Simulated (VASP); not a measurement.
Crystal: FeCu.

```
CELL_PARAMETERS angstrom
1.43827 -1.98793 0.00000
1.43827 1.98793 0.00000
0.00000 0.00000 4.13814
ATOMIC_POSITIONS crystal
Fe 0.00000 0.00000 0.00000
Cu 0.50000 0.50000 0.50000
```

Base run:

- Program: VASP 6.6.1
- Functional: PBE
- Potentials or basis: VASP PAW PBE potentials, release 64 (Fe, Cu)
- Cutoff: 520 eV
- k mesh: 12 × 12 × 7
- Occupations: fermi-dirac, width 0.03 eV
- Spin: collinear spin, ferromagnetic start
- Starting moments: [2.23, 0.0] μB
- Fixed moment: 2.23 μB

Its results: pressure -1.2 GPa; site moments Fe +2.25; Cu +0.01 μB.

Task: The run is repeated on the same cell with these changes: fixed moment from 2.23 μB to 2.88 μB; moments at the start from [2.23, 0.0] to [2.88, 0.0]. What comes out?

Result: Pressure 3.7 GPa; site moments Fe +2.74; Cu +0.12 μB.

Caveats: the total moment is fixed, so each spin has its own Fermi level and the state may be an excited one; the cell stands under pressure (at least some runs).
